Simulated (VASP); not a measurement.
Input of a VASP 6.6.1 run:

INCAR

```
PREC = Accurate
ENCUT = 520
EDIFF = 1E-6
ISMEAR = 0
SIGMA = 0.1
LREAL = False
LASPH = True
NELM = 60
ALGO = Normal
ISIF = 2
LWAVE = False
LCHARG = False
GGA = PE
NBANDS = 11
```

File KPOINTS:

```
Automatic mesh
0
Gamma
  20 20 20
```

The input POSCAR:

```
BP
1.0
    2.7164970907      0.0000000000      0.0000000000
    0.0000000000      2.7164970907      0.0000000000
    0.0000000000      0.0000000000      2.7164970907
B P
1 1
Direct
    0.0000000000      0.0000000000      0.0000000000
    0.5000000000      0.5000000000      0.5000000000
```

Potentials or basis: VASP PAW PBE potentials, release 64 (B, P).

The run is started by

```bash
$ cat potpaw_PBE.64/B/POTCAR potpaw_PBE.64/P/POTCAR > POTCAR
$ mpirun -np 1 vasp_std > vasp.out
```

Q: What does it give for the band gap on the k mesh?

A: Zero (band 4 reaches 12.97 eV, above the bottom of band 5 at 6.75 eV).

Q: What does it give for the pressure?

A: -0.2 GPa.
